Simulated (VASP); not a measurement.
# AlV2C (P6_3/mmc) in VASP: notebook

AlV2C is run at these levels: PBEsol; tasks: single point, relaxation of cell and atoms.

Everything below comes from runs of VASP 6.6.1. Logs are shortened: lines on timing, memory, paths and dates and some standing lists are left out, and cuts for length are marked.

### Step 1. The cell of the first run

It takes space group P6_3/mmc (No. 194, hexagonal). Conventional cell: a = 2.878 Å, b = 2.878 Å, c = 13.028 Å, α = 90.00°, β = 90.00°, γ = 120.00°. Within 3.7 Å of Al (site symmetry -6m2) lie 6 V at 2.72 Å and 6 Al at 2.88 Å and 6 C at 3.66 Å. V (site symmetry 3m) has 3 C at 2.00 Å within 2.6 Å. C (site symmetry -3m) has 6 V at 2.00 Å within 2.6 Å.

### Step 2. Single point, PBEsol

Input file INCAR:

```
PREC     = Accurate       # precision mode
ENCUT    = 520            # plane-wave cutoff, eV
EDIFF    = 1E-6           # SCF threshold, eV
ISMEAR   = 0              # smearing method
SIGMA    = 0.1            # smearing width, eV
LREAL    = F              # projectors in reciprocal space
LASPH    = T              # aspherical terms in the spheres
NELM     = 60             # most SCF steps
ALGO     = Normal         # electronic algorithm
ISIF     = 2              # what is computed and relaxed
LWAVE    = F              # write WAVECAR
LCHARG   = F              # write CHGCAR
GGA      = PS             # functional
NBANDS   = 43             # bands
```

Input file KPOINTS:

```
Automatic mesh
0
Gamma
  9 9 2
```

Input file POSCAR:

```
AlV2C
1.0
    2.8778982674      0.0000000000      0.0000000000
   -1.4389491337      2.4923330091      0.0000000000
    0.0000000000      0.0000000000     13.0283924793
Al V C
2 4 2
Direct
    0.3333333333      0.6666666667      0.2500000000
    0.6666666667      0.3333333333      0.7500000000
    0.3333333333      0.6666666667      0.5849429709
    0.6666666667      0.3333333333      0.4150570291
    0.6666666667      0.3333333333      0.0849429709
    0.3333333333      0.6666666667      0.9150570291
    0.0000000000      0.0000000000      0.0000000000
    0.0000000000      0.0000000000      0.5000000000
```

Potentials or basis: VASP PAW PBE potentials, release 64 (Al, V_sv, C).

Command:

```
$ cat potpaw_PBE.64/Al/POTCAR potpaw_PBE.64/V_sv/POTCAR potpaw_PBE.64/C/POTCAR > POTCAR
$ mpirun -np 1 vasp_std > vasp.out
```

OUTCAR:

```text
PREC = Accurate
   ENCUT = 520
   EDIFF = 1E-6
   ISMEAR = 0
   LREAL = F
   LASPH = T
   NELM = 60
   ISIF = 2
   GGA = PS

 ion  position               nearest neighbor table
   1  0.333  0.667  0.250-   4 2.72   5 2.72   4 2.72   5 2.72   4 2.72   5 2.72
   2  0.667  0.333  0.750-   3 2.72   6 2.72   3 2.72   6 2.72   3 2.72   6 2.72
   3  0.333  0.667  0.585-   8 2.00   8 2.00   8 2.00   2 2.72   2 2.72   2 2.72   4 2.77   4 2.77
                             4 2.77
   4  0.667  0.333  0.415-   8 2.00   8 2.00   8 2.00   1 2.72   1 2.72   1 2.72   3 2.77   3 2.77
                             3 2.77
   5  0.667  0.333  0.085-   7 2.00   7 2.00   7 2.00   1 2.72   1 2.72   1 2.72   6 2.77   6 2.77
                             6 2.77
   6  0.333  0.667  0.915-   7 2.00   7 2.00   7 2.00   2 2.72   2 2.72   2 2.72   5 2.77   5 2.77
                             5 2.77
   7  0.000  0.000  0.000-   5 2.00   6 2.00   5 2.00   6 2.00   5 2.00   6 2.00
   8  0.000  0.000  0.500-   3 2.00   4 2.00   4 2.00   3 2.00   4 2.00   3 2.00

  LATTYP: Found a hexagonal cell.
 ALAT       =     2.8778982674
 C/A-ratio  =     4.5270510869

  Lattice vectors:

 A1 = (   2.8778982674,   0.0000000000,   0.0000000000)
 A2 = (  -1.4389491337,   2.4923330091,   0.0000000000)
 A3 = (   0.0000000000,   0.0000000000,  13.0283924793)

Analysis of symmetry for initial positions (statically):
=====================================================================
 Subroutine PRICEL returns:
 Original cell was already a primitive cell.

 Routine SETGRP: Setting up the symmetry group for a
 hexagonal supercell.

 Subroutine GETGRP returns: Found 24 space group operations
 (whereof 12 operations were pure point group operations)
 out of a pool of 24 trial point group operations.

The static configuration has the point symmetry D_3d.
 The point group associated with its full space group is D_6h.

Analysis of symmetry for dynamics (positions and initial velocities):
=====================================================================
 Subroutine PRICEL returns:
 Original cell was already a primitive cell.

 Routine SETGRP: Setting up the symmetry group for a
 hexagonal supercell.

 Subroutine GETGRP returns: Found 24 space group operations
 (whereof 12 operations were pure point group operations)
 out of a pool of 24 trial point group operations.

The dynamic configuration has the point symmetry D_3d.
 The point group associated with its full space group is D_6h.

 Subroutine INISYM returns: Found 24 space group operations
 (whereof 12 operations are pure point group operations),
 and found     1 'primitive' translations

----------------------------------------------------------------------------------------

                                     Primitive cell

  volume of cell :      93.4485

  direct lattice vectors                    reciprocal lattice vectors
     2.877898267  0.000000000  0.000000000     0.347475799  0.200615246  0.000000000
    -1.438949134  2.492333009  0.000000000     0.000000000  0.401230492  0.000000000
     0.000000000  0.000000000 13.028392479     0.000000000  0.000000000  0.076755440

  length of vectors
     2.877898267  2.877898267 13.028392479     0.401230492  0.401230492  0.076755440

  position of ions in fractional coordinates (direct lattice)
     0.333333333  0.666666667  0.250000000
     0.666666667  0.333333333  0.750000000
     0.333333333  0.666666667  0.584942971
     0.666666667  0.333333333  0.415057029
     0.666666667  0.333333333  0.084942971
     0.333333333  0.666666667  0.915057029
     0.000000000  0.000000000  0.000000000
     0.000000000  0.000000000  0.500000000

  ion indices of the primitive-cell ions
   primitive index   ion index
                 1           1
                 2           2
                 3           3
                 4           4
                 5           5
                 6           6
                 7           7
                 8           8

----------------------------------------------------------------------------------------

 KPOINTS: Automatic mesh

Automatic generation of k-mesh.
 Grid dimensions read from file:
 generate k-points for:    9    9    2

 Generating k-lattice:

  Cartesian coordinates                     Fractional coordinates (reciprocal lattice)
     0.038608422  0.022290583  0.000000000     0.111111111  0.000000000  0.000000000
     0.000000000  0.044581166  0.000000000     0.000000000  0.111111111  0.000000000
     0.000000000  0.000000000  0.038377720     0.000000000  0.000000000  0.500000000

  Length of vectors
     0.044581166  0.044581166  0.038377720

  Shift w.r.t. Gamma in fractional coordinates (k-lattice)
     0.000000000  0.000000000  0.000000000

 Subroutine IBZKPT returns following result:
 ===========================================

 Found     24 irreducible k-points:

 Following reciprocal coordinates:
            Coordinates               Weight
  0.000000  0.000000  0.000000      1.000000
  0.111111  0.000000  0.000000      6.000000
  0.222222  0.000000  0.000000      6.000000
  0.333333  0.000000  0.000000      6.000000
  0.444444  0.000000  0.000000      6.000000
  0.111111  0.111111  0.000000      6.000000
[... 16 lines left out ...]
  0.333333  0.222222  0.500000     12.000000
  0.333333  0.333333  0.500000      2.000000
   k-points           NKPTS =     24   k-points in BZ     NKDIM =     24   number of bands    NBANDS=     43
   number of dos      NEDOS =    301   number of ions     NIONS =      8
   total plane-waves  NPLWV =  56448
   dimension x,y,z NGX =    24 NGY =   24 NGZ =   98
   dimension x,y,z NGXF=    48 NGYF=   48 NGZF=  196
   ions per type =               2   4   2
   NGX,Y,Z   is equivalent  to a cutoff of  13.86, 13.86, 12.51 a.u.
   NGXF,Y,Z  is equivalent  to a cutoff of  27.73, 27.73, 25.01 a.u.
 SYSTEM =  unknown system
   PREC   = accura    normal or accurate (medium, high low for compatibility)
   ISTART =      0    job   : 0-new  1-cont  2-samecut
   ICHARG =      2    charge: 1-file 2-atom 10-const
   ISPIN  =      1    spin polarized calculation?
   LNONCOLLINEAR =      F non collinear calculations
   LSORBIT =      F    spin-orbit coupling
   LASPH  =      T    aspherical Exc in radial PAW
   ENCUT  =  520.0 eV  38.22 Ry    6.18 a.u.   5.35  5.35 24.22*2*pi/ulx,y,z
   NELM   =     60;   NELMIN=  2; NELMDL= -5     # of ELM steps
   EDIFF  = 0.1E-05   stopping-criterion for ELM
   LREAL  =      F    real-space projection
   EDIFFG = 0.1E-04   stopping-criterion for IOM
   NSW    =      0    number of steps for IOM
   IBRION =     -1    ionic relax: 0-MD 1-quasi-New 2-CG
   NFREE  =      0    steps in history (QN), initial steepest desc. (CG)
   ISIF   =      2    stress and relaxation
   ISYM   =      2    0-nonsym 1-usesym 2-fastsym
   POTIM  = 0.5000    time-step for ionic-motion
   TEBEG  =    0.0;   TEEND  =   0.0 temperature during run
   PSTRESS=    0.0 pullay stress
   NELECT =      66.0000    total number of electrons
   NUPDOWN=      -1.0000    fix difference up-down
   EMIN   =  10.00;   EMAX   =-10.00  energy-range for DOS
   EFERMI =   0.00;   METHOD = LEGACY
   ISMEAR =     0;   SIGMA  =   0.10  broadening in eV -4-tet -1-fermi 0-gaus
   EFERMI_NEDOS =   21; number of points for ismear=-14 and -15
   IALGO  =     38    algorithm
   IMIX   =      4    mixing-type and parameters
     AMIX     =   0.40;   BMIX     =  1.00
     AMIX_MAG =   1.60;   BMIX_MAG =  1.00
  volume/ion in A,a.u.               =      11.68        78.83
  Fermi-wavevector in a.u.,A,eV,Ry     =   1.457914  2.755059 28.919380  2.125514
  Thomas-Fermi vector in A             =   2.574660
   LORBIT       =      0    0 simple, 1 ext, 2 COOP (PROOUT), +10 PAW based schemes
   GGA     = PS    functional components
   LHFCALC =     F    Hartree Fock is set to
   AEXX    =    0.0000 exact exchange contribution
   IVDW    =     0    specifies the selected vdW correction
   LEPSILON=     F    determine dielectric tensor
   LRPA    =     F    only Hartree local field effects (RPA)
 non-spin polarized calculation
 Gauss-broadening in eV      SIGMA  =   0.10
  energy-cutoff  :      520.00
  volume of cell :       93.45
 maximum number of plane-waves:      2557
 NGX is ok and might be reduce to    24
   NGX = 11   NGY = 11   NGZ = 49

 number of electron      66.0000013 magnetization

 Free energy of the ion-electron system (eV)
  ---------------------------------------------------
  ext. energy  EPLUGINS =         0.00000000
  ---------------------------------------------------
  free energy    TOTEN  =       -70.60576732 eV

  energy without entropy =      -70.59032423  energy(sigma->0) =      -70.59804578

 E-fermi :   9.6572     XC(G=0): -12.4015

 val. band max:        9.6003849830   @ k =   0.2222   0.0000   0.0000
 cond. band min:       9.6865183652   @ k =   0.1111   0.1111   0.0000
 fundamental gap:      0.0861333822
 Fermi energy:         9.6571858657

 k-point     1 :       0.0000    0.0000    0.0000
  band No.  band energies     occupation
      1     -54.4256      2.00000
      2     -54.4255      2.00000
      3     -54.3550      2.00000
      4     -54.3549      2.00000
      5     -28.6153      2.00000
      6     -28.6129      2.00000
[... 35 lines left out ...]
     42      11.1620      0.00000
     43      13.0434      0.00000

 k-point     2 :       0.1111    0.0000    0.0000
  band No.  band energies     occupation
      1     -54.4172      2.00000
      2     -54.4172      2.00000
      3     -54.3504      2.00000
      4     -54.3503      2.00000
      5     -28.6028      2.00000
      6     -28.6007      2.00000
[... 35 lines left out ...]
     42      11.3288      0.00000
     43      13.1720      0.00000

 k-point     3 :       0.2222    0.0000    0.0000
  band No.  band energies     occupation
      1     -54.3954      2.00000
      2     -54.3954      2.00000
      3     -54.3392      2.00000
      4     -54.3391      2.00000
      5     -28.5762      2.00000
      6     -28.5746      2.00000
[... 35 lines left out ...]
     42      11.7489      0.00000
     43      13.2489      0.00000

 k-point     4 :       0.3333    0.0000    0.0000
  band No.  band energies     occupation
      1     -54.3689      2.00000
      2     -54.3689      2.00000
      3     -54.3280      2.00000
      4     -54.3280      2.00000
      5     -28.5771      2.00000
      6     -28.5764      2.00000
[... 863 lines left out ...]
     42      12.2856      0.00000
     43      13.1605      0.00000

 k-point    23 :       0.3333    0.2222    0.5000
  band No.  band energies     occupation
      1     -54.3388      2.00000
      2     -54.3388      2.00000
      3     -54.3226      2.00000
      4     -54.3226      2.00000
      5     -28.5773      2.00000
      6     -28.5773      2.00000
[... 35 lines left out ...]
     42      12.1053      0.00000
     43      12.3734      0.00000

 k-point    24 :       0.3333    0.3333    0.5000
  band No.  band energies     occupation
      1     -54.3275      2.00000
      2     -54.3275      2.00000
      3     -54.3274      2.00000
      4     -54.3274      2.00000
      5     -28.5246      2.00000
      6     -28.5246      2.00000
[... 35 lines left out ...]
     42      11.7486      0.00000
     43      12.2496      0.00000

------------------------ aborting loop because EDIFF is reached ----------------------------------------

  FORCE on cell =-STRESS in cart. coord.  units (eV):
  Direction    XX          YY          ZZ          XY          YZ          ZX
  --------------------------------------------------------------------------------------
  -------------------------------------------------------------------------------------
  Total        0.3472705      0.3472705      0.2443212      0.0000000      0.0000000      0.0000000
  in kB        5.9539626      5.9539626      4.1888947      0.0000000      0.0000000      0.0000000
  external PRESSURE =       5.3656066 kB  Pullay stress =       0.0000000 kB

 VOLUME and BASIS-vectors are now :
 -----------------------------------------------------------------------------
  energy-cutoff  :      520.00
  volume of cell :       93.45
      direct lattice vectors                 reciprocal lattice vectors
     2.877898267  0.000000000  0.000000000     0.347475799  0.200615246  0.000000000
    -1.438949134  2.492333009  0.000000000     0.000000000  0.401230492  0.000000000
     0.000000000  0.000000000 13.028392479     0.000000000  0.000000000  0.076755440

 POSITION                                       TOTAL-FORCE (eV/Angst)
 -----------------------------------------------------------------------------------
     -0.00000      1.66156      3.25710         0.000000     -0.000000      0.000000
      1.43895      0.83078      9.77129         0.000000     -0.000000      0.000000
     -0.00000      1.66156      7.62087         0.000000      0.000000      0.040538
      1.43895      0.83078      5.40753        -0.000000      0.000000     -0.040538
      1.43895      0.83078      1.10667        -0.000000      0.000000      0.040538
     -0.00000      1.66156     11.92172         0.000000     -0.000000     -0.040538
      0.00000      0.00000      0.00000         0.000000     -0.000000      0.000000
      0.00000      0.00000      6.51420         0.000000     -0.000000      0.000000
 -----------------------------------------------------------------------------------
    total drift:                                0.000000     -0.000000      0.000000

  FREE ENERGIE OF THE ION-ELECTRON SYSTEM (eV)
  ---------------------------------------------------
  free  energy   TOTEN  =       -70.6057673245 eV

  energy  without entropy=      -70.5903242257  energy(sigma->0) =      -70.59804578
```

Run time: 67 s. Hardware: 1 thread of AMD EPYC 9R45 (Zen 5), shared host; peak memory 0.23 GiB.

What came out:

```
Free energy            : -70.6058 eV
Pressure               : 0.5 GPa
Largest force          : 0.041 eV/Å
Band gap on the k mesh : zero (bands 33 and 34 overlap by 1.64 eV)
```

Forces in eV/Å, atoms in the order of the input:
```
Al   0.000  0.000  0.000
Al   0.000  0.000  0.000
V    0.000  0.000  0.041
V    0.000  0.000 -0.041
V    0.000  0.000  0.041
V    0.000  0.000 -0.041
C    0.000  0.000  0.000
C    0.000  0.000  0.000
```

Caveat: the PAW data sets were made with another functional, which shifts forces and pressure a little.

### Step 3. Single point, PBEsol

This run uses another cell than the first one, of 11.83 Å³/atom.

Input file INCAR:

```
  PREC = Accurate
  ENCUT = 520
  EDIFF = 1E-6
  ISMEAR = 0
  SIGMA = 0.1
  LREAL = False
  LASPH = True
  NELM = 100
  ALGO = Normal
  ISIF = 2
  LWAVE = False
  LCHARG = False
  GGA = PS
  NBANDS = 43
```

KPOINTS is that of step 2.

Input file POSCAR:

```
AlV2C
1.0
    2.8875990726      0.0000000000      0.0000000000
   -1.4437995363      2.5007341528      0.0000000000
    0.0000000000      0.0000000000     13.1048231100
Al V C
2 4 2
Direct
    0.3333333300      0.6666666700      0.2500000000
    0.6666666700      0.3333333300      0.7500000000
    0.3333333300      0.6666666700      0.5863842200
    0.6666666700      0.3333333300      0.4136157800
    0.6666666700      0.3333333300      0.0863842200
    0.3333333300      0.6666666700      0.9136157800
    0.0000000000      0.0000000000      0.0000000000
    0.0000000000      0.0000000000      0.5000000000
```

Potentials or basis: VASP PAW PBE potentials, release 64 (Al, V_sv, C).

Command:

```
$ cat potpaw_PBE.64/Al/POTCAR potpaw_PBE.64/V_sv/POTCAR potpaw_PBE.64/C/POTCAR > POTCAR
$ mpirun -np 1 vasp_std > vasp.out
```

Run time: 65 s. Hardware: 1 thread of AMD EPYC 9R45 (Zen 5), shared host; peak memory 0.23 GiB.

The run converged. Its results:

| Item | Value |
| --- | --- |
| Free energy | -70.5731 eV |
| Pressure | -3.5 GPa |
| Largest force | 0.594 eV/Å |
| Band gap on the k mesh | zero (bands 33 and 34 overlap by 1.63 eV) |

Forces in eV/Å, atoms in the order of the input:
```
Al   0.000  0.000  0.000
Al   0.000  0.000  0.000
V    0.000  0.000 -0.594
V    0.000  0.000  0.594
V    0.000  0.000 -0.594
V    0.000  0.000  0.594
C    0.000  0.000  0.000
C    0.000  0.000  0.000
```

Stress tensor (GPa, compression positive):
```
-3.06  0.00  0.00
 0.00 -3.06  0.00
 0.00  0.00 -4.40
```

Levels at points of the mesh, in eV from the Fermi level:
```tsv
k point	band 30	band 31	band 32	band 33	band 34	band 35	band 36	band 37
(0.00, 0.00, 0.00)	-0.68	-0.26	-0.26	-0.24	-0.24	0.59	0.59	0.63
(0.00, 0.00, 0.50)	-0.81	-0.25	-0.25	-0.25	-0.25	0.61	0.61	0.61
```

Caveat: the cell stands under tension; the PAW data sets were made with another functional, which shifts forces and pressure a little.

### Step 4. Relaxation of cell and atoms, PBEsol

This run uses another cell than the first one, of 11.83 Å³/atom.

Input file INCAR:

```
SYSTEM = AlV2C
PREC = Accurate ; ENCUT = 600
EDIFF = 1E-6 ; ISMEAR = 0
SIGMA = 0.1 ; LREAL = .FALSE.
LASPH = .TRUE. ; NELM = 80
ALGO = Normal ; ISIF = 3
LWAVE = .FALSE. ; LCHARG = .FALSE.
GGA = PS ; IBRION = 2
NSW = 100 ; EDIFFG = -0.05
```

Input file KPOINTS:

```
regular mesh
0
G
  9 9 2
  0 0 0
```

POSCAR is that of step 3.

Command:

```
$ cat potpaw_PBE.64/Al/POTCAR potpaw_PBE.64/V_sv/POTCAR potpaw_PBE.64/C/POTCAR > POTCAR
$ mpirun -np 1 vasp_std > vasp.out
```

It took 3.7 min on 1 thread of AMD EPYC 9R45 (Zen 5), shared host; peak memory 0.27 GiB.

The run converged. Its results:

```yaml
Free_energy: -70.6091 eV
Relaxed_volume: 11.70 Å³/atom
Relaxed_cell: a = 2.880 Å, b = 2.880 Å, c = 13.025 Å, α = 90.00°, β = 90.00°, γ = 120.00°
Space_group_after_relaxing_to_0.1_Å: P6_3/mmc (No. 194)
Energy_gained_by_relaxing: 4.3 meV/atom
Ionic_steps: 5
Pressure_after_relaxing: 0.1 GPa
Band_gap_on_the_k_mesh: zero (bands 33 and 34 overlap by 1.64 eV)
```

Step by step:
| step | energy change (eV) | largest force (eV/Å) | pressure (GPa) | volume (Å³) |
| --- | --- | --- | --- | --- |
| 1 | 0.0000 | 0.5958 | -3.59 | 94.63 |
| 2 | 0.0358 | 0.6340 | 7.26 | 91.05 |
| 3 | -0.0317 | 0.1253 | 0.59 | 93.15 |
| 4 | -0.0317 | 0.1151 | 0.68 | 93.12 |
| 5 | -0.0343 | 0.0006 | 0.10 | 93.57 |

Final structure:
```
Al V C
1.0
     2.88010    0.00000    0.00000
    -1.44005    2.49424    0.00000
     0.00000    0.00000   13.02484
Al V C
2 4 2
Direct
  0.33333 0.66667 0.25000
  0.66667 0.33333 0.75000
  0.33333 0.66667 0.58502
  0.66667 0.33333 0.41498
  0.66667 0.33333 0.08502
  0.33333 0.66667 0.91498
  0.00000 0.00000 0.00000
  0.00000 0.00000 0.50000
```

Levels at points of the mesh, in eV from the Fermi level:
| k point | band 31 | band 32 | band 33 | band 34 | band 35 | band 36 |
| --- | --- | --- | --- | --- | --- | --- |
| (0.00, 0.00, 0.00) | -0.28 | -0.28 | -0.26 | -0.26 | 0.62 | 0.62 |
| (0.00, 0.00, 0.50) | -0.27 | -0.27 | -0.27 | -0.27 | 0.64 | 0.64 |

Caveat: the PAW data sets were made with another functional, which shifts forces and pressure a little.

### Step 5. Overview

| task | cell | cutoff (eV) | gap on the mesh (eV) | pressure (GPa) | largest force (eV/Å) |
| --- | --- | --- | --- | --- | --- |
| single point | a = 2.878, b = 2.878, c = 13.028 Å, angles 90.0, 90.0, 120.0°, 8 atoms, atomic positions A | 520 | none | 0.5 | 0.04 |
| single point | a = 2.888, b = 2.888, c = 13.105 Å, angles 90.0, 90.0, 120.0°, 8 atoms, atomic positions B | 520 | none | -3.5 | 0.59 |
| relaxation of cell and atoms | relaxed from a = 2.888, b = 2.888, c = 13.105 Å, angles 90.0, 90.0, 120.0°, 8 atoms, atomic positions B | 600 | none | 0.1 | - |

Alike in all rows: level PBEsol; potentials or basis VASP PAW PBE potentials, release 64 (Al, V_sv, C); no spin polarisation; k mesh 9 × 9 × 2; smearing gaussian 0.1 eV.

Caveats: the PAW data sets were made with another functional, which shifts forces and pressure a little; the cell stands under tension (at least some runs).

Total energies depend on the potentials used, so only differences within one code and one set of settings carry meaning.

The gap in the log of VASP goes by the Fermi energy; the results here count the filled bands.